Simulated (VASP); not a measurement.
Here is a VASP 6.6.1 calculation.

INCAR

```
SYSTEM = SiO2
PREC = Accurate ; ENCUT = 520
EDIFF = 1E-6 ; ISMEAR = -1
SIGMA = 0.02 ; LREAL = .FALSE.
LASPH = .TRUE. ; NELM = 80
ALGO = Normal ; ISIF = 2
LWAVE = .FALSE. ; LCHARG = .FALSE.
GGA = PE ; NBANDS = 44
```

The input KPOINTS:

```
regular mesh
0
G
  6 6 4
  0 0 0
```

The input POSCAR:

```
SiO2
1.0
    4.9791653256      0.0000000000      0.0000000000
    0.0000000000      4.9791653256      0.0000000000
    0.0000000000      0.0000000000      6.9148709668
Si O
4 8
Direct
    0.3024592541      0.3024592541      0.0000000000
    0.1975407459      0.8024592541      0.2500000000
    0.6975407459      0.6975407459      0.5000000000
    0.8024592541      0.1975407459      0.7500000000
    0.2381682781      0.1092716079      0.1814551378
    0.3907283921      0.7381682781      0.4314551378
    0.7618317219      0.8907283921      0.6814551378
    0.6092716079      0.2618317219      0.9314551378
    0.7381682781      0.3907283921      0.5685448622
    0.8907283921      0.7618317219      0.3185448622
    0.2618317219      0.6092716079      0.0685448622
    0.1092716079      0.2381682781      0.8185448622
```

Potentials or basis: VASP PAW PBE potentials, release 64 (Si, O).

Launch:

```bash
$ cat potpaw_PBE.64/Si/POTCAR potpaw_PBE.64/O/POTCAR > POTCAR
$ mpirun -np 1 vasp_std > vasp.out
```

What does it give for the band gap on the k mesh?

5.73 eV, direct.

Estimate the pressure.

4.8 GPa.

Estimate the largest force.

0.269 eV/Å.

Forces in eV/Å, atoms in the order of the input:
```
Si  -0.003 -0.003  0.000
Si   0.003 -0.003  0.000
Si   0.003  0.003  0.000
Si  -0.003  0.003  0.000
O   -0.032  0.144  0.225
O   -0.144 -0.032  0.225
O    0.032 -0.144  0.225
O    0.144  0.032  0.225
O   -0.032 -0.144 -0.225
O   -0.144  0.032 -0.225
O    0.032  0.144 -0.225
O    0.144 -0.032 -0.225
```

A k mesh can miss the band edges. PBE gaps usually lie below the measured ones, often by a third to a half.
